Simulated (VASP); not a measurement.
# Cu (I4/mmm) in VASP: settings compared

The runs below take Cu through single point, with PBE, BLYP+D3(BJ).

Everything below comes from runs of VASP 6.6.1. Logs are shortened: lines on timing, memory, paths and dates and some standing lists are left out, and cuts for length are marked.

**1. The cell of the first run**

Symmetry: I4/mmm, No. 139, tetragonal system. Conventional cell: a = 2.942 Å, b = 2.942 Å, c = 2.806 Å, α = 90.00°, β = 90.00°, γ = 90.00°. Cu (site symmetry 4/mmm) has 14 Cu at 2.51 to 2.94 Å within 3.3 Å.

**2. Single point, PBE (volume scaled by 1.06)**

File INCAR:

```
SYSTEM = Cu
ALGO = Normal
EDIFF = 1E-6
ENCUT = 520
GGA = PE
ISIF = 2
ISMEAR = -1
LASPH = .TRUE.
LCHARG = .TRUE.
LELF = .TRUE.
LREAL = .FALSE.
LVHAR = .TRUE.
LWAVE = .FALSE.
NBANDS = 12
NELM = 100
PREC = Accurate
SIGMA = 0.05
```

File KPOINTS:

```
k-points
0
G
  13 13 13
  0 0 0
```

File POSCAR:

```
Cu
1.0
   -1.4710905692      1.4710905692      1.4030702911
    1.4710905692     -1.4710905692      1.4030702911
    1.4710905692      1.4710905692     -1.4030702911
Cu
1
Direct
    0.0000000000      0.0000000000      0.0000000000
```

Potentials or basis: VASP PAW PBE potentials, release 64 (Cu).

Started as:

```console
cat potpaw_PBE.64/Cu/POTCAR > POTCAR
mpirun -np 1 vasp_std > vasp.out
```

OUTCAR:

```text
SYSTEM = Cu
   EDIFF = 1E-6
   ENCUT = 520
   GGA = PE
   ISIF = 2
   ISMEAR = -1
   LASPH = .TRUE.
   LREAL = .FALSE.
   NELM = 100
   PREC = Accurate

 ion  position               nearest neighbor table
   1  0.000  0.000  0.000-

  LATTYP: Found a body centered tetragonal cell.
 ALAT       =     2.9421811384
 C/A-ratio  =     0.9537620052

  Lattice vectors:

 A1 = (  -1.4710905692,   1.4710905692,   1.4030702911)
 A2 = (   1.4710905692,  -1.4710905692,   1.4030702911)
 A3 = (   1.4710905692,   1.4710905692,  -1.4030702911)

Analysis of symmetry for initial positions (statically):
=====================================================================
 Subroutine PRICEL returns:
 Original cell was already a primitive cell.

 Routine SETGRP: Setting up the symmetry group for a
 body centered tetragonal supercell.

 Subroutine GETGRP returns: Found 16 space group operations
 (whereof 16 operations were pure point group operations)
 out of a pool of 16 trial point group operations.

The static configuration has the point symmetry D_4h.

Analysis of symmetry for dynamics (positions and initial velocities):
=====================================================================
 Subroutine PRICEL returns:
 Original cell was already a primitive cell.

 Routine SETGRP: Setting up the symmetry group for a
 body centered tetragonal supercell.

 Subroutine GETGRP returns: Found 16 space group operations
 (whereof 16 operations were pure point group operations)
 out of a pool of 16 trial point group operations.

The dynamic configuration has the point symmetry D_4h.

 Subroutine INISYM returns: Found 16 space group operations
 (whereof 16 operations are pure point group operations),
 and found     1 'primitive' translations

----------------------------------------------------------------------------------------

                                     Primitive cell

  volume of cell :      12.1456

  direct lattice vectors                    reciprocal lattice vectors
    -1.471090569  1.471090569  1.403070291     0.000000000  0.339883900  0.356361334
     1.471090569 -1.471090569  1.403070291     0.339883900  0.000000000  0.356361334
     1.471090569  1.471090569 -1.403070291     0.339883900  0.339883900  0.000000000

  length of vectors
     2.509346761  2.509346761  2.509346761     0.492457577  0.492457577  0.480668421

  position of ions in fractional coordinates (direct lattice)
[... 83 lines left out ...]
   ISIF   =      2    stress and relaxation
   ISYM   =      2    0-nonsym 1-usesym 2-fastsym
   POTIM  = 0.5000    time-step for ionic-motion
   TEBEG  =    0.0;   TEEND  =   0.0 temperature during run
   PSTRESS=    0.0 pullay stress
   NELECT =      11.0000    total number of electrons
   NUPDOWN=      -1.0000    fix difference up-down
   EMIN   =  10.00;   EMAX   =-10.00  energy-range for DOS
   EFERMI =   0.00;   METHOD = LEGACY
   ISMEAR =    -1;   SIGMA  =   0.05  broadening in eV -4-tet -1-fermi 0-gaus
   EFERMI_NEDOS =   21; number of points for ismear=-14 and -15
   IALGO  =     38    algorithm
   IMIX   =      4    mixing-type and parameters
     AMIX     =   0.40;   BMIX     =  1.00
     AMIX_MAG =   1.60;   BMIX_MAG =  1.00
  volume/ion in A,a.u.               =      12.15        81.96
  Fermi-wavevector in a.u.,A,eV,Ry     =   1.583919  2.993173 34.134290  2.508800
  Thomas-Fermi vector in A             =   2.683616
   LORBIT       =      0    0 simple, 1 ext, 2 COOP (PROOUT), +10 PAW based schemes
   GGA     = PE    functional components
   LHFCALC =     F    Hartree Fock is set to
   AEXX    =    0.0000 exact exchange contribution
   IVDW    =     0    specifies the selected vdW correction
   LEPSILON=     F    determine dielectric tensor
   LRPA    =     F    only Hartree local field effects (RPA)
 non-spin polarized calculation
  energy-cutoff  :      520.00
  volume of cell :       12.15
 maximum number of plane-waves:       342
   NGX =  9   NGY =  9   NGZ =  9

 number of electron      10.9999998 magnetization

 Free energy of the ion-electron system (eV)
  ---------------------------------------------------
  ext. energy  EPLUGINS =         0.00000000
  ---------------------------------------------------
  free energy    TOTEN  =        -3.69826829 eV

  energy without entropy =       -3.69552164  energy(sigma->0) =       -3.69689497

 E-fermi :   7.2072     XC(G=0): -12.5642

 val. band max:        7.2034828224   @ k =   0.4615   0.4615   0.0000
 cond. band min:       7.2480757522   @ k =  -0.0769  -0.4615   0.0769
 fundamental gap:      0.0445929298
 Fermi energy:         7.2072160898

 k-point     1 :       0.0000    0.0000    0.0000
  band No.  band energies     occupation
      1      -1.8901      2.00000
      2       4.1242      2.00000
      3       4.3016      2.00000
      4       4.3016      2.00000
      5       5.1013      2.00000
      6       5.2913      2.00000
      7      31.5337      0.00000
      8      31.5337      0.00000
      9      32.7666      0.00000
     10      34.8754      0.00000
     11      34.8754      0.00000
     12      35.3053      0.00000
[... 331 lines left out ...]
 k-point    24 :       0.4615    0.1538    0.0000
  band No.  band energies     occupation
      1       2.7173      2.00000
      2       3.5588      2.00000
      3       4.5967      2.00000
      4       5.1766      2.00000
      5       5.4903      2.00000
      6       8.1248      0.00000
      7      12.4798      0.00000
      8      19.0185      0.00000
      9      23.9929      0.00000
     10      30.2317      0.00000
     11      35.6883      0.00000
     12      38.2117      0.00000

 [... further k-points ...]

------------------------ aborting loop because EDIFF is reached ----------------------------------------

  FORCE on cell =-STRESS in cart. coord.  units (eV):
  Direction    XX          YY          ZZ          XY          YZ          ZX
  --------------------------------------------------------------------------------------
  -------------------------------------------------------------------------------------
  Total       -0.0546776     -0.0546776     -0.0918286      0.0000000      0.0000000      0.0000000
  in kB       -7.2127623     -7.2127623    -12.1135217      0.0000000      0.0000000      0.0000000
  external PRESSURE =      -8.8463488 kB  Pullay stress =       0.0000000 kB

 VOLUME and BASIS-vectors are now :
 -----------------------------------------------------------------------------
  energy-cutoff  :      520.00
  volume of cell :       12.15
      direct lattice vectors                 reciprocal lattice vectors
    -1.471090569  1.471090569  1.403070291     0.000000000  0.339883900  0.356361334
     1.471090569 -1.471090569  1.403070291     0.339883900  0.000000000  0.356361334
     1.471090569  1.471090569 -1.403070291     0.339883900  0.339883900  0.000000000

 POSITION                                       TOTAL-FORCE (eV/Angst)
 -----------------------------------------------------------------------------------
      0.00000      0.00000      0.00000        -0.000000      0.000000     -0.000000
 -----------------------------------------------------------------------------------
    total drift:                                0.000000     -0.000000      0.000000

  FREE ENERGIE OF THE ION-ELECTRON SYSTEM (eV)
  ---------------------------------------------------
  free  energy   TOTEN  =        -3.6982682929 eV

  energy  without entropy=       -3.6955216378  energy(sigma->0) =       -3.69689497
```

OSZICAR:

```text
N       E                     dE             d eps       ncg     rms          rms(c)
DAV:   1     0.435199549930E+02    0.43520E+02   -0.53743E+03  5204   0.152E+03
DAV:   2    -0.324277678755E+01   -0.46763E+02   -0.43583E+02  4824   0.204E+02
DAV:   3    -0.456939737014E+01   -0.13266E+01   -0.13213E+01  5520   0.400E+01
DAV:   4    -0.457779191434E+01   -0.83945E-02   -0.83935E-02  5292   0.281E+00
DAV:   5    -0.457787727907E+01   -0.85365E-04   -0.85364E-04  5468   0.285E-01    0.754E+00
DAV:   6    -0.408573226837E+01    0.49215E+00   -0.14206E+01  5484   0.712E+01    0.399E+00
DAV:   7    -0.371009260113E+01    0.37564E+00   -0.23043E+00  5512   0.287E+01    0.561E-01
DAV:   8    -0.369979773635E+01    0.10295E-01   -0.44678E-03  5464   0.990E-01    0.296E-01
DAV:   9    -0.369827266670E+01    0.15251E-02   -0.98008E-03  5692   0.171E+00    0.361E-02
DAV:  10    -0.369826869677E+01    0.39699E-05   -0.68369E-05  7060   0.143E-01    0.835E-03
DAV:  11    -0.369826829290E+01    0.40387E-06   -0.73356E-07  4212   0.157E-02
   1 F= -.36982683E+01 E0= -.36968950E+01  d E =-.274666E-02
```

stdout:

```text
POSCAR found type information on POSCAR Cu
 POSCAR found :  1 types and       1 ions
 scaLAPACK will be used
 LDA part: xc-table for (Slater+PW92), standard interpolation
 POSCAR, INCAR and KPOINTS ok, starting setup
 FFT: planning ... GRIDC
 FFT: planning ... GRID_SOFT
 FFT: planning ... GRID
 WAVECAR not read
 entering main loop
```

It took 19 s on 1 thread of Intel Xeon Platinum 8259CL at 2.50GHz (Skylake/Cascade Lake), shared host; peak memory 0.14 GiB.

What came out:

| Quantity | Value |
| --- | --- |
| Free energy | -3.6983 eV |
| Pressure | -0.9 GPa |

Stress tensor (GPa, compression positive):
```
-0.72  0.00  0.00
 0.00 -0.72  0.00
 0.00  0.00 -1.21
```

Caveat: the cell differs from its parent crystal (volume scaled by 1.06).

**3. Single point, PBE**

This run uses another cell than the first one, of 11.46 Å³/atom, 0.943 times its volume.

File INCAR:

```
  PREC = Accurate
  ENCUT = 520
  EDIFF = 1E-7
  ISMEAR = 0
  SIGMA = 0.02
  LREAL = False
  LASPH = True
  NELM = 60
  ALGO = Normal
  ISIF = 2
  LWAVE = False
  LCHARG = False
  GGA = PE
  NBANDS = 12
```

File KPOINTS:

```
Automatic mesh
0
Gamma
  13 13 13
```

File POSCAR:

```
Cu
1.0
   -1.4427933200      1.4427933200      1.3760814500
    1.4427933200     -1.4427933200      1.3760814500
    1.4427933200      1.4427933200     -1.3760814500
Cu
1
Direct
    0.0000000000      0.0000000000      0.0000000000
```

Potentials or basis: VASP PAW PBE potentials, release 64 (Cu).

Started as:

```console
cat potpaw_PBE.64/Cu/POTCAR > POTCAR
mpirun -np 1 vasp_std > vasp.out
```

Run time: 13 s. Hardware: 1 thread of Intel Xeon Platinum 8488C (Sapphire Rapids), shared host; peak memory 0.14 GiB.

Results (log left out):

```
Free energy : -3.6826 eV
Pressure    : 7.8 GPa
```

Levels at points of the mesh, in eV from the Fermi level:
| k point | band 4 | band 5 | band 6 | band 7 | band 8 | band 9 |
| --- | --- | --- | --- | --- | --- | --- |
| (0.00, 0.00, 0.00) | -3.06 | -2.19 | -1.99 | 24.93 | 24.93 | 26.18 |

**4. Single point, PBE**

This run uses another cell than the first one, of 11.46 Å³/atom, 0.943 times its volume.

File INCAR:

```
PREC = Accurate ; ENCUT = 520
EDIFF = 1E-7 ; ISMEAR = -1
SIGMA = 0.04 ; LREAL = False
LASPH = True ; NELM = 80
ALGO = Normal ; ISIF = 2
LWAVE = False ; LCHARG = False
GGA = PE ; NBANDS = 12
```

File KPOINTS:

```
Automatic mesh
0
Gamma
  5 5 5
```

POSCAR is that of step 3.

Started as:

```console
cat potpaw_PBE.64/Cu/POTCAR > POTCAR
mpirun -np 1 vasp_std > vasp.out
```

Run time: 4.5 s. Hardware: 1 thread of Intel Xeon 8259CL, shared host; peak memory 0.08 GiB.

Results (log left out):

```yaml
Free_energy: -3.7147 eV
Pressure: 7.7 GPa
```

Stress tensor (GPa, compression positive):
```
10.47  0.00  0.00
 0.00 10.47  0.00
 0.00  0.00  2.06
```

Levels at points of the mesh, in eV from the Fermi level:
| k point | band 3 | band 4 | band 5 | band 6 | band 7 | band 8 | band 9 | band 10 |
| --- | --- | --- | --- | --- | --- | --- | --- | --- |
| (0.00, 0.00, 0.00) | -3.27 | -3.27 | -2.41 | -2.17 | 24.71 | 24.71 | 25.97 | 28.79 |

Caveat: the k points lie up to 0.63 Å⁻¹ apart.

**5. Single point, BLYP+D3(BJ)**

This run uses another cell than the first one, of 11.18 Å³/atom, 0.920 times its volume.

File INCAR:

```
SYSTEM = Cu
PREC     = Accurate       ! precision mode
ENCUT    = 520            ! plane-wave cutoff, eV
EDIFF    = 1E-6           ! SCF threshold, eV
ISMEAR   = -1             ! smearing method
SIGMA    = 0.05           ! smearing width, eV
LREAL    = .FALSE.        ! projectors in reciprocal space
LASPH    = .TRUE.         ! aspherical terms in the spheres
NELM     = 80             ! most SCF steps
ALGO     = Normal         ! electronic algorithm
ISIF     = 2              ! what is computed and relaxed
LWAVE    = .FALSE.        ! write WAVECAR
LCHARG   = .TRUE.         ! write CHGCAR
GGA      = B5             ! functional
ALDAX    = 1.0          
AGGAX    = 1.0          
AGGAC    = 1.0          
ALDAC    = 0.0          
IVDW     = 12             ! dispersion correction
VDW_S6   = 1.0          
VDW_S8   = 2.6996       
VDW_A1   = 0.4298       
VDW_A2   = 4.2359       
LELF     = .TRUE.         ! ELF
LVHAR    = .TRUE.       
NBANDS   = 12             ! bands
```

File KPOINTS:

```
Automatic mesh
0
G
  13 13 13
  0 0 0
```

File POSCAR:

```
Cu
1.0
   -1.4399485513      1.4399485513      1.3476246534
    1.4399485513     -1.4399485513      1.3476246534
    1.4399485513      1.4399485513     -1.3476246534
Cu
1
Direct
    0.0000000000      0.0000000000      0.0000000000
```

Started as:

```console
cat potpaw_PBE.64/Cu/POTCAR > POTCAR
mpirun -np 1 vasp_std > vasp.out
```

Run time: 9.9 s. Hardware: 1 thread of Intel Xeon 6975P-C (Granite Rapids), shared host; peak memory 0.14 GiB.

The run converged. Its results:

- Free energy: -4.2526 eV
- Pressure: 0.7 GPa
- Dispersion energy per atom: -1.396 eV

Levels at points of the mesh, in eV from the Fermi level:
| k point | band 3 | band 4 | band 5 | band 6 | band 7 | band 8 | band 9 | band 10 |
| --- | --- | --- | --- | --- | --- | --- | --- | --- |
| (0.00, 0.00, 0.00) | -3.22 | -3.22 | -2.40 | -2.10 | 25.18 | 25.18 | 27.08 | 29.27 |

Caveat: the PAW data sets were made with another functional, which shifts forces and pressure a little; pairwise dispersion overbinds metals, which lowers pressure and volume.

**6. The runs side by side**

| level | cell | k mesh | smearing | gap on the mesh (eV) | pressure (GPa) |
| --- | --- | --- | --- | --- | --- |
| PBE | a = 2.509 Å, angles 108.2, 108.2, 112.0°, 1 atom | 13 × 13 × 13 | fermi-dirac 0.05 eV | none | -0.9 |
| PBE | a = 2.461 Å, angles 108.2, 108.2, 112.0°, 1 atom | 13 × 13 × 13 | gaussian 0.02 eV | none | 7.8 |
| PBE | a = 2.461 Å, angles 108.2, 108.2, 112.0°, 1 atom | 5 × 5 × 5 | fermi-dirac 0.04 eV | none | 7.7 |
| BLYP+D3(BJ) | a = 2.442 Å, angles 107.7, 107.7, 113.0°, 1 atom | 13 × 13 × 13 | fermi-dirac 0.05 eV | none | 0.7 |

Alike in all rows: task single point; potentials or basis VASP PAW PBE potentials, release 64 (Cu); no spin polarisation; cutoff (eV) 520.

Caveats: some runs use coarse meshes; the PAW data sets were made with another functional, which shifts forces and pressure a little (some runs); pairwise dispersion overbinds metals, which lowers pressure and volume (some runs).

Total energies depend on the potentials used, so only differences within one code and one set of settings carry meaning.
